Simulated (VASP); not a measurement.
# Zr (Im-3m) in VASP: notebook, part 2 of 2

VASP 6.6.1. The steps go on from the part before.

## (3) Single point, PBE (volume scaled by 0.6)

Input file INCAR:

```
SYSTEM = Zr
PREC     = Accurate       ! precision mode
ENCUT    = 520            ! plane-wave cutoff, eV
EDIFF    = 1E-7           ! SCF threshold, eV
ISMEAR   = -1             ! smearing method
SIGMA    = 0.05           ! smearing width, eV
LREAL    = .FALSE.        ! projectors in reciprocal space
LASPH    = .TRUE.         ! aspherical terms in the spheres
NELM     = 100            ! most SCF steps
ALGO     = Normal         ! electronic algorithm
ISIF     = 2              ! what is computed and relaxed
LWAVE    = .FALSE.        ! write WAVECAR
LCHARG   = .FALSE.        ! write CHGCAR
GGA      = PE             ! functional
NBANDS   = 12             ! bands
```

Input file KPOINTS:

```
Automatic mesh
0
G
  16 16 16
  0 0 0
```

Input file POSCAR:

```
Zr
1.0
   -1.5078203475      1.5078203475      1.5078203475
    1.5078203475     -1.5078203475      1.5078203475
    1.5078203475      1.5078203475     -1.5078203475
Zr
1
Direct
    0.0000000000      0.0000000000      0.0000000000
```

Potentials or basis: VASP PAW PBE potentials, release 64 (Zr_sv).

Command:

```bash
$ cat potpaw_PBE.64/Zr_sv/POTCAR > POTCAR
$ mpirun -np 1 vasp_std > vasp.out
```

Run time: 35 s. Hardware: 1 thread of Intel Xeon 8259CL, shared host; peak memory 0.14 GiB.

It converged, with:

```
Free energy            : -6.4338 eV
Pressure               : 103.4 GPa
Band gap on the k mesh : zero (band 6 reaches 17.03 eV, above the bottom of band 7 at 14.55 eV)
```

Levels at points of the mesh, in eV from the Fermi level:
| k point | band 4 | band 5 | band 6 | band 7 | band 8 | band 9 |
| --- | --- | --- | --- | --- | --- | --- |
| (0.00, 0.00, 0.00) | -24.06 | -5.04 | 1.08 | 1.08 | 1.08 | 5.25 |
| (0.50, 0.00, 0.00) | -24.17 | -4.69 | -2.23 | 5.69 | 5.86 | 6.93 |
| (0.50, 0.50, 0.50) | -26.83 | -5.69 | -5.69 | 9.75 | 9.75 | 9.75 |

## (4) Single point, PBE (volume scaled by 0.7)

Input file INCAR:

```
ALGO = Normal
EDIFF = 1E-6
ENCUT = 520
GGA = PE
ISIF = 2
ISMEAR = -1
LASPH = T
LCHARG = T
LELF = T
LREAL = F
LVHAR = T
LWAVE = F
NBANDS = 12
NELM = 100
PREC = Accurate
SIGMA = 0.05
```

Input file KPOINTS:

```
k-points
0
Gamma
  16 16 16
```

Input file POSCAR:

```
Zr
1.0
   -1.5873225872      1.5873225872      1.5873225872
    1.5873225872     -1.5873225872      1.5873225872
    1.5873225872      1.5873225872     -1.5873225872
Zr
1
Direct
    0.0000000000      0.0000000000      0.0000000000
```

Potentials or basis: VASP PAW PBE potentials, release 64 (Zr_sv).

Command:

```bash
$ cat potpaw_PBE.64/Zr_sv/POTCAR > POTCAR
$ mpirun -np 1 vasp_std > vasp.out
```

OUTCAR:

```text
EDIFF = 1E-6
   ENCUT = 520
   GGA = PE
   ISIF = 2
   ISMEAR = -1
   LASPH = T
   LREAL = F
   NELM = 100
   PREC = Accurate

 ion  position               nearest neighbor table
   1  0.000  0.000  0.000-

  LATTYP: Found a body centered cubic cell.
 ALAT       =     3.1746451744

  Lattice vectors:

 A1 = (  -1.5873225872,   1.5873225872,   1.5873225872)
 A2 = (   1.5873225872,  -1.5873225872,   1.5873225872)
 A3 = (   1.5873225872,   1.5873225872,  -1.5873225872)

Analysis of symmetry for initial positions (statically):
=====================================================================
 Subroutine PRICEL returns:
 Original cell was already a primitive cell.

 Routine SETGRP: Setting up the symmetry group for a
 body centered cubic supercell.

 Subroutine GETGRP returns: Found 48 space group operations
 (whereof 48 operations were pure point group operations)
 out of a pool of 48 trial point group operations.

The static configuration has the point symmetry O_h .

Analysis of symmetry for dynamics (positions and initial velocities):
=====================================================================
 Subroutine PRICEL returns:
[... 159 lines left out ...]
 Fermi energy:        13.5191870067

 k-point     1 :       0.0000    0.0000    0.0000
  band No.  band energies     occupation
      1     -34.6707      2.00000
      2     -11.1370      2.00000
      3     -11.1370      2.00000
      4     -11.1370      2.00000
      5       8.0449      2.00000
      6      14.6923      0.00000
      7      14.6923      0.00000
      8      14.6923      0.00000
      9      18.3084      0.00000
     10      18.3084      0.00000
     11      27.0607      0.00000
     12      27.0607      0.00000
[... 331 lines left out ...]
 k-point    24 :       0.2500    0.1875    0.0000
  band No.  band energies     occupation
      1     -34.1065      2.00000
      2     -13.4176      2.00000
      3     -12.0930      2.00000
      4     -11.4033      2.00000
      5      11.0456      2.00000
      6      12.4575      2.00000
      7      14.0541      0.00005
      8      17.5830      0.00000
      9      19.6953      0.00000
     10      22.0460      0.00000
     11      28.0645      0.00000
     12      30.4720      0.00000

 [... further k-points ...]
[... 5 lines left out ...]
  --------------------------------------------------------------------------------------
  -------------------------------------------------------------------------------------
  Total        5.5313887      5.5313887      5.5313887      0.0000000      0.0000000      0.0000000
  in kB      553.9737390    553.9737390    553.9737390      0.0000000      0.0000000      0.0000000
  external PRESSURE =     553.9737390 kB  Pullay stress =       0.0000000 kB

 VOLUME and BASIS-vectors are now :
 -----------------------------------------------------------------------------
  energy-cutoff  :      520.00
  volume of cell :       16.00
      direct lattice vectors                 reciprocal lattice vectors
    -1.587322587  1.587322587  1.587322587     0.000000000  0.314995833  0.314995833
     1.587322587 -1.587322587  1.587322587     0.314995833  0.000000000  0.314995833
     1.587322587  1.587322587 -1.587322587     0.314995833  0.314995833  0.000000000

 POSITION                                       TOTAL-FORCE (eV/Angst)
 -----------------------------------------------------------------------------------
      0.00000      0.00000      0.00000         0.000000     -0.000000     -0.000000
 -----------------------------------------------------------------------------------
    total drift:                                0.000000     -0.000000      0.000000

  FREE ENERGIE OF THE ION-ELECTRON SYSTEM (eV)
  ---------------------------------------------------
  free  energy   TOTEN  =        -7.5362455758 eV

  energy  without entropy=       -7.5303058325  energy(sigma->0) =       -7.53327570
```

stdout:

```text
POSCAR found type information on POSCAR Zr
 POSCAR found :  1 types and       1 ions
 scaLAPACK will be used
 LDA part: xc-table for (Slater+PW92), standard interpolation
 POSCAR, INCAR and KPOINTS ok, starting setup
 FFT: planning ... GRIDC
 FFT: planning ... GRID_SOFT
 FFT: planning ... GRID
 WAVECAR not read
 entering main loop
```

It took 35 s on 1 thread of Intel Xeon 8259CL, shared host; peak memory 0.14 GiB.

Results:

```yaml
Free_energy: -7.5362 eV
Pressure: 55.4 GPa
Band_gap_on_the_k_mesh: zero (band 6 reaches 14.69 eV, above the bottom of band 7 at 12.46 eV)
```

## (5) Single point, PBE (volume scaled by 0.7)

Input file INCAR:

```
SYSTEM = Zr
PREC = Accurate
ENCUT = 520
EDIFF = 1E-7
ISMEAR = -1
SIGMA = 0.05
LREAL = .False.
LASPH = .True.
NELM = 60
ALGO = Normal
ISIF = 2
LWAVE = .False.
LCHARG = .False.
GGA = PE
NBANDS = 12
```

Input file KPOINTS:

```
regular mesh
0
Gamma
  16 16 16
  0 0 0
```

POSCAR is that of step 4.

Command:

```bash
$ cat potpaw_PBE.64/Zr_sv/POTCAR > POTCAR
$ mpirun -np 1 vasp_std > vasp.out
```

Run time: 38 s. Hardware: 1 thread of Intel Xeon 8259CL, shared host; peak memory 0.14 GiB.

It converged, with:

```yaml
Free_energy: -7.5362 eV
Pressure: 55.4 GPa
Band_gap_on_the_k_mesh: zero (band 6 reaches 14.69 eV, above the bottom of band 7 at 12.46 eV)
```

Levels at points of the mesh, in eV from the Fermi level:
```
           k point  band 3  band 4  band 5  band 6  band 7  band 8  band 9  band 10
(0.00, 0.00, 0.00)  -24.66  -24.66   -5.47    1.17    1.17    1.17    4.79     4.79
(0.50, 0.00, 0.00)  -25.52  -24.71   -4.04   -1.62    4.04    5.13    6.09     9.61
(0.50, 0.50, 0.50)  -26.55  -26.55   -4.54   -4.54    8.40    8.40    8.40    10.94
```

## (6) Summary

```tsv
cell	gap on the mesh (eV)	pressure (GPa)
a = 2.458 Å, angles 109.5°, 1 atom	none	198.1
a = 2.612 Å, angles 109.5°, 1 atom	none	103.4
a = 2.749 Å, angles 109.5°, 1 atom	none	55.4
```

Alike in all rows: task single point; level PBE; potentials or basis VASP PAW PBE potentials, release 64 (Zr_sv); no spin polarisation; k mesh 16 × 16 × 16; cutoff (eV) 520; smearing fermi-dirac 0.05 eV.

Total energies depend on the potentials used, so only differences within one code and one set of settings carry meaning.
